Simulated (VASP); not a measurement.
The system is GaN.

```
Ga N
1.0
     3.21843    0.00000    0.00000
    -1.60921    2.78724    0.00000
     0.00000    0.00000    5.24308
Ga N
2 2
Direct
  0.33333 0.66667 0.99912
  0.66667 0.33333 0.49912
  0.33333 0.66667 0.37588
  0.66667 0.33333 0.87588
```

Base run:

| Quantity | Value |
| --- | --- |
| Program | VASP 6.6.1 |
| Functional | r2SCAN |
| Potentials or basis | VASP PAW PBE potentials, release 64 (Ga_d, N) |
| Cutoff | 520 eV |
| k mesh | 12 × 12 × 6 |
| Occupations | gaussian, width 0.02 eV |
| Spin | no spin polarisation |

Its results: band gap on the k mesh 2.11 eV, direct; pressure -5.1 GPa.

Q: The run is repeated on the same cell with these changes: functional from r2SCAN to PBE. What comes out?

A: Band gap on the k mesh 1.72 eV, direct; pressure 0.1 GPa.

r2SCAN gives the wider gap, since meta-GGAs in the generalised Kohn-Sham scheme recover part of the derivative discontinuity.

Caveats: the PAW data sets were made with another functional, which shifts forces and pressure a little (some runs).

